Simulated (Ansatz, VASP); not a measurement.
## Mo in VASP and in Ansatz

```
Mo
1.0
    -1.65348    1.57100    1.57100
     1.65348   -1.57100    1.57100
     1.65348    1.57100   -1.57100
Mo
1
Direct
  0.00000 0.00000 0.00000
```

Change from the starting cell: strain +0.0525 x Voigt [1, 0, 0, 0, 0, 0], atoms carried along.

Alike in both runs: task single point; functional PBE; k mesh 22 × 22 × 22; occupations gaussian, width 0.15 eV; no spin polarisation.

```csv
,VASP,Ansatz
version,VASP 6.6.1,Ansatz 0.2.0
potentials or method,"VASP PAW PBE potentials, release 64 (Mo_sv), cutoff 520 eV","scalar-relativistic, plane waves, PAW"
valence electrons in the cell,14,14
```

```tsv
	VASP	Ansatz	Ansatz less VASP
gap on the k mesh at the Fermi level (eV)	none	none	-
pressure (GPa)	-7.2	-7.7	-0.49
traceless stress, the component that is largest in VASP (GPa)	-8.94	-8.95	-0.007
```

A gap of «none» marks a metal or a gap that the smearing closes.
